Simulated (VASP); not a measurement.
# Ni (C2/c) in VASP: a series of runs

The runs below take Ni through single point, with PBE.

Everything below comes from runs of VASP 6.6.1. Logs are shortened: lines on timing, memory, paths and dates and some standing lists are left out, and cuts for length are marked.

### Step 1. The cell of the first run

The typed cell holds 2 atoms: a = 4.399 Å, b = 4.399 Å, c = 2.520 Å, α = 97.88°, β = 97.88°, γ = 147.44°.

### Step 2. Single point, PBE (11.45 Å³/atom)

INCAR

```
SYSTEM = Ni
PREC = Accurate
ENCUT = 520
EDIFF = 1E-6
ISMEAR = -1
SIGMA = 0.1
LREAL = .FALSE.
LASPH = .TRUE.
NELM = 100
ALGO = Normal
ISIF = 2
LWAVE = .FALSE.
LCHARG = .FALSE.
GGA = PE
NBANDS = 17
```

KPOINTS

```
Automatic mesh
0
G
  17 17 16
  0 0 0
```

POSCAR

```
Ni
1.0
   -2.9855458864      2.9859014579      1.2331035755
    2.9859014579     -2.9855458864      1.2331035755
    1.5544582756      1.5544582756     -1.2324523456
Ni
2
Direct
    0.0000238181      0.9999761819      0.0000000000
    0.7499761819      0.2500238181      0.5000000000
```

Potentials or basis: VASP PAW PBE potentials, release 64 (Ni).

The run is started by

```
> cat potpaw_PBE.64/Ni/POTCAR > POTCAR
> mpirun -np 1 vasp_std > vasp.out
```

OUTCAR:

```text
SYSTEM = Ni
   PREC = Accurate
   ENCUT = 520
   EDIFF = 1E-6
   ISMEAR = -1
   LREAL = .FALSE.
   LASPH = .TRUE.
   NELM = 100
   ISIF = 2
   GGA = PE

 ion  position               nearest neighbor table
   1  0.000  1.000  0.000-   2 2.46   2 2.46   2 2.46   2 2.46   2 3.01   2 3.01   2 3.02   2 3.02

   2  0.750  0.250  0.500-   1 2.46   1 2.46   1 2.46   1 2.46   1 3.01   1 3.01   1 3.02   1 3.02

  LATTYP: Found a base centered monoclinic cell.
 ALAT       =     2.4662072023
 B/A-ratio  =     3.4242466787
 C/A-ratio  =     1.0219100888
 COS(beta)  =    -0.4888435610

  Lattice vectors:

 A1 = (  -2.9855458864,   2.9859014579,   1.2331035755)
 A2 = (   2.9859014579,  -2.9855458864,   1.2331035755)
 A3 = (   1.5544582756,   1.5544582756,  -1.2324523456)

Analysis of symmetry for initial positions (statically):
=====================================================================
 Subroutine PRICEL returns:
 Original cell was already a primitive cell.

 Routine SETGRP: Setting up the symmetry group for a
 base centered monoclinic supercell.

 Subroutine GETGRP returns: Found  4 space group operations
 (whereof  2 operations were pure point group operations)
 out of a pool of  4 trial point group operations.

The static configuration has the point symmetry C_2 .
 The point group associated with its full space group is C_2h.

Analysis of symmetry for dynamics (positions and initial velocities):
=====================================================================
 Subroutine PRICEL returns:
 Original cell was already a primitive cell.

 Routine SETGRP: Setting up the symmetry group for a
 base centered monoclinic supercell.

 Subroutine GETGRP returns: Found  4 space group operations
 (whereof  2 operations were pure point group operations)
 out of a pool of  4 trial point group operations.

The dynamic configuration has the point symmetry C_2 .
 The point group associated with its full space group is C_2h.

 Subroutine INISYM returns: Found  4 space group operations
 (whereof  2 operations are pure point group operations),
 and found     1 'primitive' translations

----------------------------------------------------------------------------------------

                                     Primitive cell

  volume of cell :      22.8949

  direct lattice vectors                    reciprocal lattice vectors
    -2.985545886  2.985901458  1.233103575     0.076992629  0.244456218  0.405434597
     2.985901458 -2.985545886  1.233103575     0.244456218  0.076992629  0.405434597
     1.554458276  1.554458276 -1.232452346     0.321618701  0.321618701 -0.000092740

  length of vectors
     4.398822136  4.398822136  2.520242021     0.479649788  0.479649788  0.454837538

  position of ions in fractional coordinates (direct lattice)
     0.000023818  0.999976182  1.000000000
     0.749976182  0.250023818  0.500000000

  ion indices of the primitive-cell ions
   primitive index   ion index
                 1           1
                 2           2

----------------------------------------------------------------------------------------

 KPOINTS: Automatic mesh

Automatic generation of k-mesh.
 Grid dimensions read from file:
 generate k-points for:   17   17   16

 Generating k-lattice:

  Cartesian coordinates                     Fractional coordinates (reciprocal lattice)
     0.004528978  0.014379778  0.023849094     0.058823529  0.000000000 -0.000000000
     0.014379778  0.004528978  0.023849094     0.000000000  0.058823529 -0.000000000
     0.020101169  0.020101169 -0.000005796    -0.000000000 -0.000000000  0.062500000

  Length of vectors
     0.028214693  0.028214693  0.028427346

  Shift w.r.t. Gamma in fractional coordinates (k-lattice)
     0.000000000  0.000000000  0.000000000

 Subroutine IBZKPT returns following result:
 ===========================================

 Found   1233 irreducible k-points:

 Following reciprocal coordinates:
            Coordinates               Weight
  0.000000  0.000000  0.000000      1.000000
  0.058824  0.000000  0.000000      4.000000
  0.117647  0.000000  0.000000      4.000000
  0.176471  0.000000  0.000000      4.000000
  0.235294  0.000000  0.000000      4.000000
  0.294118  0.000000  0.000000      4.000000
[... 16 lines left out ...]
 -0.176471  0.058824 -0.000000      4.000000
 -0.117647  0.058824  0.000000      4.000000
 [... further k-points ...]
   k-points           NKPTS =   1233   k-points in BZ     NKDIM =   1233   number of bands    NBANDS=     17
   number of dos      NEDOS =    301   number of ions     NIONS =      2
   total plane-waves  NPLWV =  25920
   dimension x,y,z NGX =    36 NGY =   36 NGZ =   20
   dimension x,y,z NGXF=    72 NGYF=   72 NGZF=   40
   ions per type =               2
   NGX,Y,Z   is equivalent  to a cutoff of  13.61, 13.61, 13.19 a.u.
   NGXF,Y,Z  is equivalent  to a cutoff of  27.21, 27.21, 26.39 a.u.
 SYSTEM =  Ni
   PREC   = accura    normal or accurate (medium, high low for compatibility)
   ISTART =      0    job   : 0-new  1-cont  2-samecut
   ICHARG =      2    charge: 1-file 2-atom 10-const
   ISPIN  =      1    spin polarized calculation?
   LNONCOLLINEAR =      F non collinear calculations
   LSORBIT =      F    spin-orbit coupling
   LASPH  =      T    aspherical Exc in radial PAW
   ENCUT  =  520.0 eV  38.22 Ry    6.18 a.u.   8.18  8.18  4.69*2*pi/ulx,y,z
   NELM   =    100;   NELMIN=  2; NELMDL= -5     # of ELM steps
   EDIFF  = 0.1E-05   stopping-criterion for ELM
   LREAL  =      F    real-space projection
   EDIFFG = 0.1E-04   stopping-criterion for IOM
   NSW    =      0    number of steps for IOM
   IBRION =     -1    ionic relax: 0-MD 1-quasi-New 2-CG
   NFREE  =      0    steps in history (QN), initial steepest desc. (CG)
   ISIF   =      2    stress and relaxation
   ISYM   =      2    0-nonsym 1-usesym 2-fastsym
   POTIM  = 0.5000    time-step for ionic-motion
   TEBEG  =    0.0;   TEEND  =   0.0 temperature during run
   PSTRESS=    0.0 pullay stress
   NELECT =      20.0000    total number of electrons
   NUPDOWN=      -1.0000    fix difference up-down
   EMIN   =  10.00;   EMAX   =-10.00  energy-range for DOS
   EFERMI =   0.00;   METHOD = LEGACY
   ISMEAR =    -1;   SIGMA  =   0.10  broadening in eV -4-tet -1-fermi 0-gaus
   EFERMI_NEDOS =   21; number of points for ismear=-14 and -15
   IALGO  =     38    algorithm
   IMIX   =      4    mixing-type and parameters
     AMIX     =   0.40;   BMIX     =  1.00
     AMIX_MAG =   1.60;   BMIX_MAG =  1.00
  volume/ion in A,a.u.               =      11.45        77.25
  Fermi-wavevector in a.u.,A,eV,Ry     =   1.564968  2.957361 33.322378  2.449126
  Thomas-Fermi vector in A             =   2.667514
   LORBIT       =      0    0 simple, 1 ext, 2 COOP (PROOUT), +10 PAW based schemes
   GGA     = PE    functional components
   LHFCALC =     F    Hartree Fock is set to
   AEXX    =    0.0000 exact exchange contribution
   IVDW    =     0    specifies the selected vdW correction
   LEPSILON=     F    determine dielectric tensor
   LRPA    =     F    only Hartree local field effects (RPA)
 non-spin polarized calculation
  energy-cutoff  :      520.00
  volume of cell :       22.89
 maximum number of plane-waves:       631
 NGX is ok and might be reduce to    36
   NGX = 17   NGY = 17   NGZ =  9

 number of electron      19.9999989 magnetization

 Free energy of the ion-electron system (eV)
  ---------------------------------------------------
  ext. energy  EPLUGINS =         0.00000000
  ---------------------------------------------------
  free energy    TOTEN  =       -10.76024361 eV

  energy without entropy =      -10.58261762  energy(sigma->0) =      -10.67143061

 E-fermi :   8.5177     XC(G=0): -12.9480

 val. band max:        8.5176062961   @ k =  -0.1765   0.4706   0.1875
 cond. band min:       8.5179045234   @ k =  -0.2941   0.2941   0.0000
 fundamental gap:      0.0002982272
 Fermi energy:         8.5176829168

 k-point     1 :       0.0000    0.0000    0.0000
  band No.  band energies     occupation
      1       0.0059      2.00000
      2       4.3399      2.00000
      3       6.3883      2.00000
      4       6.6836      2.00000
      5       7.0576      2.00000
      6       7.0746      2.00000
[... 9 lines left out ...]
     16      33.2771      0.00000
     17      34.3350      0.00000

 k-point     2 :       0.0588    0.0000    0.0000
  band No.  band energies     occupation
      1       0.1340      2.00000
      2       4.4142      2.00000
      3       6.4130      2.00000
      4       6.7125      2.00000
      5       7.0260      2.00000
      6       7.0512      2.00000
[... 9 lines left out ...]
     16      32.1621      0.00000
     17      33.0590      0.00000

 k-point     3 :       0.1176    0.0000    0.0000
  band No.  band energies     occupation
      1       0.5131      2.00000
      2       4.6216      2.00000
      3       6.4420      2.00000
      4       6.7353      2.00000
      5       6.7869      2.00000
      6       6.9266      2.00000
[... 9 lines left out ...]
     16      30.1357      0.00000
     17      32.2820      0.00000

 k-point     4 :       0.1765    0.0000    0.0000
  band No.  band energies     occupation
      1       1.1249      2.00000
      2       4.9071      2.00000
      3       6.1525      2.00000
      4       6.5420      2.00000
      5       6.7234      2.00000
      6       6.8352      2.00000
[... 9 lines left out ...]
     16      28.5021      0.00000
     17      31.1142      0.00000

 k-point     5 :       0.2353    0.0000    0.0000
  band No.  band energies     occupation
      1       1.9305      2.00000
      2       5.1496      2.00000
      3       5.7771      2.00000
      4       6.4272      2.00000
      5       6.5654      2.00000
      6       7.0161      2.00000
[... 9 lines left out ...]
     16      27.3106      0.00000
     17      30.0610      0.00000

 k-point     6 :       0.2941    0.0000    0.0000
  band No.  band energies     occupation
      1       2.8484      2.00000
      2       5.1890      2.00000
      3       5.5323      2.00000
      4       6.3818      2.00000
      5       6.4517      2.00000
      6       7.2360      1.99999
[... 9 lines left out ...]
     16      26.2498      0.00000
     17      29.1200      0.00000

 k-point     7 :       0.3529    0.0000    0.0000
  band No.  band energies     occupation
      1       3.7120      2.00000
      2       5.0686      2.00000
      3       5.3838      2.00000
      4       6.2892      2.00000
      5       6.5979      2.00000
      6       7.2234      2.00000
[... 9 lines left out ...]
     16      25.3750      0.00000
     17      28.3051      0.00000

 k-point     8 :       0.4118    0.0000    0.0000
  band No.  band energies     occupation
      1       4.2930      2.00000
      2       4.9464      2.00000
      3       5.2768      2.00000
      4       6.2249      2.00000
      5       6.9319      2.00000
      6       7.1729      2.00000
[... 9 lines left out ...]
     16      24.7503      0.00000
     17      27.5420      0.00000
[... 203 lines left out ...]
      1       3.8196      2.00000
      2       4.9863      2.00000
      3       5.4310      2.00000
      4       6.2343      2.00000
      5       6.6527      2.00000
      6       7.2120      2.00000
[... 9 lines left out ...]
     16      25.4018      0.00000
     17      28.1886      0.00000

 k-point    20 :      -0.3529    0.0588    0.0000
  band No.  band energies     occupation
      1       2.9849      2.00000
      2       5.0817      2.00000
      3       5.5786      2.00000
      4       6.3398      2.00000
      5       6.4226      2.00000
      6       7.2523      1.99999
[... 9 lines left out ...]
     16      26.2898      0.00000
     17      29.0055      0.00000

 k-point    21 :      -0.2941    0.0588   -0.0000
  band No.  band energies     occupation
      1       2.0656      2.00000
      2       5.0461      2.00000
      3       5.7861      2.00000
      4       6.3640      2.00000
      5       6.5240      2.00000
      6       7.0653      2.00000
[... 9 lines left out ...]
     16      27.3689      0.00000
     17      29.8809      0.00000

 k-point    22 :      -0.2353    0.0588    0.0000
  band No.  band energies     occupation
      1       1.2419      2.00000
      2       4.8205      2.00000
      3       6.1186      2.00000
      4       6.4529      2.00000
      5       6.7012      2.00000
      6       6.8765      2.00000
[... 9 lines left out ...]
     16      28.5994      0.00000
     17      30.8126      0.00000

 k-point    23 :      -0.1765    0.0588   -0.0000
  band No.  band energies     occupation
      1       0.6045      2.00000
      2       4.5525      2.00000
      3       6.3997      2.00000
      4       6.6850      2.00000
      5       6.7548      2.00000
      6       6.9121      2.00000
[... 9 lines left out ...]
     16      30.4172      0.00000
     17      31.5151      0.00000

 k-point    24 :      -0.1176    0.0588    0.0000
  band No.  band energies     occupation
      1       0.1962      2.00000
      2       4.3663      2.00000
      3       6.3904      2.00000
      4       6.7109      2.00000
      5       7.0213      2.00000
      6       7.0705      2.00000
[... 9 lines left out ...]
     16      31.8141      0.00000
     17      32.7165      0.00000

 [... further k-points ...]

------------------------ aborting loop because EDIFF is reached ----------------------------------------

  FORCE on cell =-STRESS in cart. coord.  units (eV):
  Direction    XX          YY          ZZ          XY          YZ          ZX
  --------------------------------------------------------------------------------------
  -------------------------------------------------------------------------------------
  Total       -0.9873758     -0.9873758     -0.9392669     -0.0006525     -0.0027159     -0.0027159
  in kB      -69.0963613    -69.0963613    -65.7297134     -0.0456614     -0.1900562     -0.1900577
  external PRESSURE =     -67.9741453 kB  Pullay stress =       0.0000000 kB

 VOLUME and BASIS-vectors are now :
 -----------------------------------------------------------------------------
  energy-cutoff  :      520.00
  volume of cell :       22.89
      direct lattice vectors                 reciprocal lattice vectors
    -2.985545886  2.985901458  1.233103575     0.076992629  0.244456218  0.405434597
     2.985901458 -2.985545886  1.233103575     0.244456218  0.076992629  0.405434597
     1.554458276  1.554458276 -1.232452346     0.321618701  0.321618701 -0.000092740

 POSITION                                       TOTAL-FORCE (eV/Angst)
 -----------------------------------------------------------------------------------
      2.98576     -2.98540      1.23310         0.001259     -0.001259     -0.000000
     -0.71531      2.27013      0.61688        -0.001259      0.001259      0.000000
 -----------------------------------------------------------------------------------
    total drift:                                0.000000      0.000000     -0.000000

  FREE ENERGIE OF THE ION-ELECTRON SYSTEM (eV)
  ---------------------------------------------------
  free  energy   TOTEN  =       -10.7602436092 eV

  energy  without entropy=      -10.5826176151  energy(sigma->0) =      -10.67143061
```

Run time: 6.6 min. Hardware: 1 thread of AMD EPYC 9R14 (Zen 4), shared host; peak memory 0.47 GiB.

What came out:

| Quantity | Value |
| --- | --- |
| Free energy | -10.7602 eV |
| Pressure | -6.8 GPa |
| Band gap on the k mesh | zero (bands 10 and 11 overlap by 0.68 eV) |

Caveat: the cell stands under tension; the run has no spin polarisation, though such a crystal can be magnetic.

(Continued in part 2 of 2.)
